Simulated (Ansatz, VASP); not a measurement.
GaN in VASP and in Ansatz

The input INCAR:

```
  PREC = Accurate
  ENCUT = 520
  EDIFF = 1E-6
  ISMEAR = 0
  SIGMA = 0.05
  LREAL = F
  LASPH = T
  NELM = 60
  ALGO = Normal
  ISIF = 2
  LWAVE = F
  LCHARG = F
  GGA = PE
  NBANDS = 26
```

KPOINTS

```
Automatic mesh
0
Gamma
  12 12 6
```

POSCAR

```
GaN
1.0
    3.2276996554      0.0000000000      0.0000000000
   -1.6138498277      2.7539604900      0.0000000000
    0.0000000000      0.0000000000      5.1660000000
Ga N
2 2
Direct
    0.3333333333      0.6666666667      0.0000000000
    0.6666666667      0.3333333333      0.5000000000
    0.3333333333      0.6666666667      0.3750000000
    0.6666666667      0.3333333333      0.8750000000
```

Input for Ansatz:

```yaml
crystal:
  lattice:
    - [3.2276996554, 0.0, 0.0]
    - [-1.6138498277, 2.75396049, 0.0]
    - [0.0, 0.0, 5.166]
  atoms:
    - { symbol: Ga, position: [0.3333333333, 0.6666666667, 0.0] }
    - { symbol: Ga, position: [0.6666666667, 0.3333333333, 0.5] }
    - { symbol: "N", position: [0.3333333333, 0.6666666667, 0.375] }
    - { symbol: "N", position: [0.6666666667, 0.3333333333, 0.875] }
basis:
  ecutwfc: 420
kpoints:
  mp_grid: { grid: [12, 12, 6] }
hamiltonian:
  xc: pbe
scf:
  occupations: { method: gaussian, width: 0.05 }
output:
  forces: true
  stress: true
  eigenvalues: true
  write_density: true
  write_potential: true
  elf: true
  volumetric_format: npy
```

Change from the starting cell: strain +0.0150 x Voigt [1, 0, 0, 0, 0, 0], atoms carried along.

Alike in both runs: task single point; functional PBE; k mesh 12 × 12 × 6; occupations gaussian, width 0.05 eV; no spin polarisation.

```csv
,VASP,Ansatz
version,VASP 6.6.1,Ansatz 0.2.0
potentials or method,"VASP PAW PBE potentials, release 64 (Ga_d, N), cutoff 520 eV","scalar-relativistic, plane waves, PAW"
valence electrons in the cell,36,36
```

```tsv
	VASP	Ansatz	Ansatz less VASP
gap on the k mesh at the Fermi level (eV)	1.86	1.85	-0.007
least direct gap on the mesh (eV)	1.86	1.85	-0.007
pressure (GPa)	4.5	4.4	-0.08
traceless stress, the component that is largest in VASP (GPa)	-3.82	-3.83	-0.008
rms of the force components (eV/Å)	0.141	0.144	+0.0026
```

Atom by atom the forces differ by 0.003 eV/Å (rms over components).
